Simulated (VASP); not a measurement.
BiSb: single point with LDA

BiSb:

```
Sb Bi
1.0
     3.77078    0.00000    0.00000
     0.00000    3.77078    0.00000
     0.00000    0.00000    3.77078
Sb Bi
1 1
Cartesian
  0.0000 0.0000 0.0000
  1.8854 1.8854 1.8854
```

| Item | Value |
| --- | --- |
| Program | VASP 6.6.1 |
| Task | single point |
| Functional | LDA |
| Potentials or basis | VASP PAW LDA potentials, release 64 (Sb, Bi_d) |
| Cutoff | 500 eV |
| k mesh | 4 × 4 × 4 |
| Occupations | gaussian, width 0.05 eV |
| Spin | no spin polarisation |

The pressure is 2.2 GPa and the band gap on the k mesh is zero (band 10 reaches 10.52 eV, above the bottom of band 11 at 6.31 eV).

Levels at points of the mesh, in eV from the Fermi level:
```
           k point  band 7  band 8  band 9  band 10  band 11  band 12  band 13  band 14
(0.00, 0.00, 0.00)   -6.41   -1.83   -1.83    -1.83     3.49     3.49     6.09     6.09
(0.50, 0.00, 0.00)  -10.22   -0.40    0.26     1.00     1.00     1.18     1.18     5.17
(0.50, 0.50, 0.00)   -8.59   -5.53   -5.53     1.74     2.30     4.04     4.04     6.70
(0.50, 0.50, 0.50)   -7.70   -2.59   -2.59    -2.59    -2.47    -2.47    -2.47    15.08
```

Wall time 10 s on 1 thread of Intel Xeon 8259CL (shared host), peak memory 0.14 GiB.

Caveat: the k points lie up to 0.42 Å⁻¹ apart; spin-orbit coupling is left out, which moves the levels of the heavy elements.
